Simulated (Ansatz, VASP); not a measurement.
Ca2MgAs2: VASP beside Ansatz

INCAR

```
  ALGO = Normal
  EDIFF = 1E-7
  EDIFFG = -0.04
  ENCUT = 600
  GGA = PE
  IBRION = 2
  ISIF = 3
  ISMEAR = 0
  LASPH = True
  LCHARG = False
  LREAL = False
  LWAVE = False
  NELM = 100
  NSW = 90
  PREC = Accurate
  SIGMA = 0.1
```

File KPOINTS:

```
k-points
0
Gamma
  6 6 2
```

Contents of POSCAR:

```
Ca2MgAs2
1.0
    3.3895618243      0.0000000000      0.0000000000
    0.0000000000      3.3895618243      0.0000000000
    0.0000000000      0.0000000000     11.0810917671
Ca Mg As
2 1 2
Direct
    0.0000000000      0.0000000000      0.8343418510
    0.0000000000      0.0000000000      0.1656581490
    0.0000000000      0.0000000000      0.5000000000
    0.5000000000      0.5000000000      0.3376821120
    0.5000000000      0.5000000000      0.6623178880
```

Input for Ansatz:

```yaml
crystal:
  lattice:
    - [3.3895618243, 0.0, 0.0]
    - [0.0, 3.3895618243, 0.0]
    - [0.0, 0.0, 11.0810917671]
  atoms:
    - { symbol: Ca, position: [0.0, 0.0, 0.834341851] }
    - { symbol: Ca, position: [0.0, 0.0, 0.165658149] }
    - { symbol: Mg, position: [0.0, 0.0, 0.5] }
    - { symbol: As, position: [0.5, 0.5, 0.337682112] }
    - { symbol: As, position: [0.5, 0.5, 0.662317888] }
basis:
  ecutwfc: 420
kpoints:
  mp_grid: { grid: [6, 6, 2] }
hamiltonian:
  xc: pbe
scf:
  occupations: { method: gaussian, width: 0.1 }
  lower_state_search: "off"
output:
  forces: true
  stress: true
  eigenvalues: true
relax:
  adjacent_minimum: "off"
  f_tol: 0.04
  max_steps: 70
  cell: { stress_tol: 0.4 }
```

Alike in both runs: task relaxation of cell and atoms; functional PBE; k mesh 6 × 6 × 2; occupations gaussian, width 0.1 eV; no spin polarisation.

|  | VASP | Ansatz |
| --- | --- | --- |
| version | VASP 6.6.1 | Ansatz 0.2.0 |
| potentials or method | VASP PAW PBE potentials, release 64 (Ca_sv, Mg, As), cutoff 600 eV | scalar-relativistic, plane waves, PAW |
| valence electrons in the cell | 32 | 60 |

```tsv
	VASP	Ansatz	Ansatz less VASP
gap on the k mesh at the Fermi level, each at its own relaxed structure (eV)	none	none	-
relaxed volume (Å³/atom)	27.23	27.21	-0.017
relaxed cell length with the largest relative difference (Å)	10.560	10.592	+0.0323
```

A gap of «none» marks a metal or a gap that the smearing closes. VASP's potentials hold 32 valence electrons a cell and Ansatz's 60, so a difference there can come from the potentials and not from the codes.
